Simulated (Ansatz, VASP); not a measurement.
**Two plane-wave programs on Ag**

The input INCAR:

```
PREC = Accurate ; ENCUT = 500
EDIFF = 1E-6 ; ISMEAR = 0
SIGMA = 0.15 ; LREAL = False
LASPH = True ; NELM = 120
ALGO = Normal ; ISIF = 2
LWAVE = False ; LCHARG = False
GGA = PS ; NBANDS = 30
GGA_COMPAT = False
```

KPOINTS

```
Automatic mesh
0
Gamma
  20 14 12
```

The input POSCAR:

```
Ag
1.0
   -2.8670626684      0.0000000000      0.0000000000
    0.0000000000      0.0000000000     -4.6907149289
    0.0000000000     -4.9658982101      0.0000000000
Ag
4
Direct
    0.5000000000      0.7979671017      0.1666666667
    0.0000000000      0.7020328983      0.6666666667
    0.0000000000      0.2979671017      0.3333333333
    0.5000000000      0.2020328983      0.8333333333
```

Input for Ansatz:

```yaml
crystal:
  lattice:
    - [-2.8670626684, 0.0, 0.0]
    - [0.0, 0.0, -4.6907149289]
    - [0.0, -4.9658982101, 0.0]
  atoms:
    - { symbol: Ag, position: [0.5, 0.7979671017, 0.1666666667] }
    - { symbol: Ag, position: [0.0, 0.7020328983, 0.6666666667] }
    - { symbol: Ag, position: [0.0, 0.2979671017, 0.3333333333] }
    - { symbol: Ag, position: [0.5, 0.2020328983, 0.8333333333] }
basis:
  ecutwfc: 420
kpoints:
  mp_grid: { grid: [20, 14, 12] }
hamiltonian:
  xc: pbesol
scf:
  occupations: { method: gaussian, width: 0.15 }
output:
  forces: true
  stress: true
  eigenvalues: true
```

Change from the starting cell: mode 7 (91.3 1/cm) frozen in, largest displacement +0.225 Å.

Alike in both runs: task single point; functional PBEsol; k mesh 20 × 14 × 12; occupations gaussian, width 0.15 eV; no spin polarisation.

|  | VASP | Ansatz |
| --- | --- | --- |
| version | VASP 6.6.1 | Ansatz 0.2.0 |
| potentials or method | VASP PAW PBE potentials, release 64 (Ag), cutoff 500 eV | scalar-relativistic, plane waves, PAW |
| valence electrons in the cell | 44 | 76 |

Ansatz gave:

```
gap on the k mesh at the Fermi level (eV)                     : none
pressure (GPa)                                                : 4.0
traceless stress, the component that is largest in VASP (GPa) : -4.56
rms of the force components (eV/Å)                            : 0.799
```

Q: Which values does VASP return?

A: gap on the k mesh at the Fermi level (eV): none; pressure (GPa): 3.8; traceless stress, the component that is largest in VASP (GPa): -4.50; rms of the force components (eV/Å): 0.788.

VASP's potentials were made for PBE, not for PBEsol. Atom by atom the forces differ by 0.011 eV/Å (rms over components). A gap of «none» marks a metal or a gap that the smearing closes. With one functional, cell and mesh, what is left measures potentials, basis and numerics. VASP's potentials hold 44 valence electrons a cell and Ansatz's 76, so a difference there can come from the potentials and not from the codes.
